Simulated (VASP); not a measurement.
# Te (R-3m) in VASP: notebook

Te is run at these levels: PBEsol; tasks: single point.

Program: VASP 6.6.1. These are calculated values, not measurements. Logs are shortened: lines on timing, memory, paths and dates and some standing lists are left out, and cuts for length are marked.

### 1 The cell of the first run

It takes space group R-3m (No. 166, trigonal). Conventional cell: a = 4.680 Å, b = 4.680 Å, c = 11.465 Å, α = 90.00°, β = 90.00°, γ = 120.00°. Te (site symmetry 3m) has 4 Te at 2.78 to 3.15 Å within 3.7 Å.

### 2 Single point, PBEsol (shortest bond scaled by 1.1)

INCAR reads:

```
ALGO = Normal ; EDIFF = 1E-6
ENCUT = 520 ; GGA = PS
ISIF = 2 ; ISMEAR = -1
LASPH = T ; LCHARG = F
LREAL = F ; LWAVE = F
NBANDS = 13 ; NELM = 60
PREC = Accurate ; SIGMA = 0.05
```

KPOINTS reads:

```
k-points
0
Gamma
  8 8 8
```

POSCAR reads:

```
Te
1.0
    0.0000000000      3.3095529740      3.3095529740
    3.3095529740      0.0000000000      3.3095529740
    3.3095529740      3.3095529740      0.0000000000
Te
2
Direct
   -0.0875000000     -0.1375000000     -0.1375000000
    0.0875000000      0.1375000000      0.1375000000
```

Potentials or basis: VASP PAW PBE potentials, release 64 (Te).

The run is started by

```console
cat potpaw_PBE.64/Te/POTCAR > POTCAR
mpirun -np 1 vasp_std > vasp.out
```

OUTCAR:

```text
EDIFF = 1E-6
   ENCUT = 520
   GGA = PS
   ISIF = 2
   ISMEAR = -1
   LASPH = T
   LREAL = F
   NELM = 60
   PREC = Accurate

 ion  position               nearest neighbor table
   1  0.913  0.862  0.862-   2 2.78   2 2.78   2 2.78   2 3.15
   2  0.087  0.138  0.138-   1 2.78   1 2.78   1 2.78   1 3.15

  LATTYP: Found a face centered cubic cell.
 ALAT       =     6.6191059480

  Lattice vectors:

 A1 = (   0.0000000000,   3.3095529740,   3.3095529740)
 A2 = (   3.3095529740,   0.0000000000,   3.3095529740)
 A3 = (   3.3095529740,   3.3095529740,   0.0000000000)

Analysis of symmetry for initial positions (statically):
=====================================================================
 Subroutine PRICEL returns:
 Original cell was already a primitive cell.

 Routine SETGRP: Setting up the symmetry group for a
 face centered cubic supercell.

 Subroutine GETGRP returns: Found 12 space group operations
 (whereof  4 operations were pure point group operations)
 out of a pool of 48 trial point group operations.

The static configuration has the point symmetry C_2h.
 The point group associated with its full space group is D_3d.

Analysis of symmetry for dynamics (positions and initial velocities):
=====================================================================
 Subroutine PRICEL returns:
 Original cell was already a primitive cell.

 Routine SETGRP: Setting up the symmetry group for a
 face centered cubic supercell.

 Subroutine GETGRP returns: Found 12 space group operations
 (whereof  4 operations were pure point group operations)
 out of a pool of 48 trial point group operations.

The dynamic configuration has the point symmetry C_2h.
 The point group associated with its full space group is D_3d.

 Subroutine INISYM returns: Found 12 space group operations
 (whereof  4 operations are pure point group operations),
 and found     1 'primitive' translations

----------------------------------------------------------------------------------------

                                     Primitive cell

  volume of cell :      72.5000

  direct lattice vectors                    reciprocal lattice vectors
     0.000000000  3.309552974  3.309552974    -0.151077805  0.151077805  0.151077805
     3.309552974  0.000000000  3.309552974     0.151077805 -0.151077805  0.151077805
     3.309552974  3.309552974  0.000000000     0.151077805  0.151077805 -0.151077805
[... 90 lines left out ...]
   ISIF   =      2    stress and relaxation
   ISYM   =      2    0-nonsym 1-usesym 2-fastsym
   POTIM  = 0.5000    time-step for ionic-motion
   TEBEG  =    0.0;   TEEND  =   0.0 temperature during run
   PSTRESS=    0.0 pullay stress
   NELECT =      12.0000    total number of electrons
   NUPDOWN=      -1.0000    fix difference up-down
   EMIN   =  10.00;   EMAX   =-10.00  energy-range for DOS
   EFERMI =   0.00;   METHOD = LEGACY
   ISMEAR =    -1;   SIGMA  =   0.05  broadening in eV -4-tet -1-fermi 0-gaus
   EFERMI_NEDOS =   21; number of points for ismear=-14 and -15
   IALGO  =     38    algorithm
   IMIX   =      4    mixing-type and parameters
     AMIX     =   0.40;   BMIX     =  1.00
     AMIX_MAG =   1.60;   BMIX_MAG =  1.00
  volume/ion in A,a.u.               =      36.25       244.63
  Fermi-wavevector in a.u.,A,eV,Ry     =   0.898854  1.698588 10.992675  0.807939
  Thomas-Fermi vector in A             =   2.021615
   LORBIT       =      0    0 simple, 1 ext, 2 COOP (PROOUT), +10 PAW based schemes
   GGA     = PS    functional components
   LHFCALC =     F    Hartree Fock is set to
   AEXX    =    0.0000 exact exchange contribution
   IVDW    =     0    specifies the selected vdW correction
   LEPSILON=     F    determine dielectric tensor
   LRPA    =     F    only Hartree local field effects (RPA)
 non-spin polarized calculation
  energy-cutoff  :      520.00
  volume of cell :       72.50
 maximum number of plane-waves:      1964
   NGX = 17   NGY = 17   NGZ = 17

 number of electron      12.0000000 magnetization

 Free energy of the ion-electron system (eV)
  ---------------------------------------------------
  ext. energy  EPLUGINS =         0.00000000
  ---------------------------------------------------
  free energy    TOTEN  =        -5.77629712 eV

  energy without entropy =       -5.76619467  energy(sigma->0) =       -5.77124590

 E-fermi :   5.5162     XC(G=0):  -8.7293

 val. band max:        5.4999245737   @ k =   0.1250   0.1250   0.0000
 cond. band min:       5.5301725830   @ k =   0.5000   0.0000   0.0000
 fundamental gap:      0.0302480093
 Fermi energy:         5.5161949484

 k-point     1 :       0.0000    0.0000    0.0000
  band No.  band energies     occupation
      1      -8.9647      2.00000
      2      -2.2648      2.00000
      3       1.2939      2.00000
      4       1.2939      2.00000
      5       3.2652      2.00000
      6       3.7508      2.00000
      7       4.9864      1.99995
      8       4.9864      1.99995
      9       8.8515      0.00000
     10      11.3950      0.00000
     11      11.3950      0.00000
     12      12.1991      0.00000
     13      13.1390      0.00000
[... 354 lines left out ...]
  band No.  band energies     occupation
      1      -8.2064      2.00000
      2      -4.5794      2.00000
      3       0.2647      2.00000
      4       2.2007      2.00000
      5       2.4882      2.00000
      6       4.7353      2.00000
      7       5.9391      0.00042
      8       6.9665      0.00000
      9      10.0532      0.00000
     10      10.7392      0.00000
     11      10.9813      0.00000
     12      13.0188      0.00000
     13      14.3792      0.00000

 [... further k-points ...]

------------------------ aborting loop because EDIFF is reached ----------------------------------------

  FORCE on cell =-STRESS in cart. coord.  units (eV):
  Direction    XX          YY          ZZ          XY          YZ          ZX
  --------------------------------------------------------------------------------------
  -------------------------------------------------------------------------------------
  Total        4.2690014      4.2690014      4.2690014      0.3775036     -0.3775036      0.3775036
  in kB       94.3406512     94.3406512     94.3406512      8.3424510     -8.3424510      8.3424510
  external PRESSURE =      94.3406512 kB  Pullay stress =       0.0000000 kB

 VOLUME and BASIS-vectors are now :
 -----------------------------------------------------------------------------
  energy-cutoff  :      520.00
  volume of cell :       72.50
      direct lattice vectors                 reciprocal lattice vectors
     0.000000000  3.309552974  3.309552974    -0.151077805  0.151077805  0.151077805
     3.309552974  0.000000000  3.309552974     0.151077805 -0.151077805  0.151077805
     3.309552974  3.309552974  0.000000000     0.151077805  0.151077805 -0.151077805

 POSITION                                       TOTAL-FORCE (eV/Angst)
 -----------------------------------------------------------------------------------
      5.70898      5.87446      5.87446        -0.033632      0.033632      0.033632
      0.91013      0.74465      0.74465         0.033632     -0.033632     -0.033632
 -----------------------------------------------------------------------------------
    total drift:                                0.000000     -0.000000      0.000000

  FREE ENERGIE OF THE ION-ELECTRON SYSTEM (eV)
  ---------------------------------------------------
  free  energy   TOTEN  =        -5.7762971243 eV

  energy  without entropy=       -5.7661946676  energy(sigma->0) =       -5.77124590
```

It took 37 s on 1 thread of Intel Xeon 6975P-C, shared host; peak memory 0.23 GiB.

What came out:

* Free energy: -5.7763 eV
* Pressure: 9.4 GPa
* Largest force: 0.058 eV/Å
* Band gap on the k mesh: zero (band 6 reaches 5.84 eV, above the bottom of band 7 at 4.99 eV)

Forces in eV/Å, atoms in the order of the input:
```
Te  -0.034  0.034  0.034
Te   0.034 -0.034 -0.034
```

Caveat: the cell differs from its parent crystal (shortest bond scaled by 1.1); the PAW data sets were made with another functional, which shifts forces and pressure a little; spin-orbit coupling is left out, which moves the levels of the heavy elements.

### 3 Single point, PBEsol (shortest bond scaled by 0.82)

INCAR reads:

```
PREC     = Accurate       # precision mode
ENCUT    = 520            # plane-wave cutoff, eV
EDIFF    = 1E-7           # SCF threshold, eV
ISMEAR   = -1             # smearing method
SIGMA    = 0.05           # smearing width, eV
LREAL    = False          # projectors in reciprocal space
LASPH    = True           # aspherical terms in the spheres
NELM     = 80             # most SCF steps
ALGO     = Normal         # electronic algorithm
ISIF     = 2              # what is computed and relaxed
LWAVE    = False          # write WAVECAR
LCHARG   = False          # write CHGCAR
GGA      = PS             # functional
NBANDS   = 13             # bands
```

KPOINTS reads:

```
regular mesh
0
Gamma
  8 8 8
```

POSCAR reads:

```
Te
1.0
    0.0000000000      3.3095529740      3.3095529740
    3.3095529740      0.0000000000      3.3095529740
    3.3095529740      3.3095529740      0.0000000000
Te
2
Direct
   -0.1925000000     -0.1025000000     -0.1025000000
    0.1925000000      0.1025000000      0.1025000000
```

Potentials or basis: VASP PAW PBE potentials, release 64 (Te).

The run is started by

```console
cat potpaw_PBE.64/Te/POTCAR > POTCAR
mpirun -np 1 vasp_std > vasp.out
```

Run time: 46 s. Hardware: 1 thread of Intel Xeon 6975P-C, shared host; peak memory 0.22 GiB.

It converged, with:

```yaml
Free_energy: -5.2661 eV
Pressure: 16.5 GPa
Largest_force: 5.108 eV/Å
Band_gap_on_the_k_mesh: zero (band 6 reaches 6.33 eV, above the bottom of band 7 at 3.37 eV)
```

Forces on the atoms (eV/Å):
```
Te  -2.949  2.949  2.949
Te   2.949 -2.949 -2.949
```

Stress tensor (GPa, compression positive):
```
 16.51 -10.24 -10.24
-10.24  16.51  10.24
-10.24  10.24  16.51
```

Levels at points of the mesh, in eV from the Fermi level:
```csv
k point,band 3,band 4,band 5,band 6,band 7,band 8,band 9,band 10
"(0.00, 0.00, 0.00)",-5.49,-2.25,-2.25,-2.18,-2.18,1.29,3.25,6.06
"(0.50, 0.00, 0.00)",-4.25,-4.25,-2.82,0.79,0.79,3.60,4.62,5.63
"(0.00, 0.50, 0.00)",-5.41,-4.44,-3.03,-1.80,2.25,2.28,4.87,5.78
"(0.50, 0.50, 0.00)",-5.28,-4.98,-3.09,-1.09,2.59,4.18,4.19,6.64
```

Caveat: the cell differs from its parent crystal (shortest bond scaled by 0.82); the PAW data sets were made with another functional, which shifts forces and pressure a little; spin-orbit coupling is left out, which moves the levels of the heavy elements.

(Part 1 of 2 ends here.)
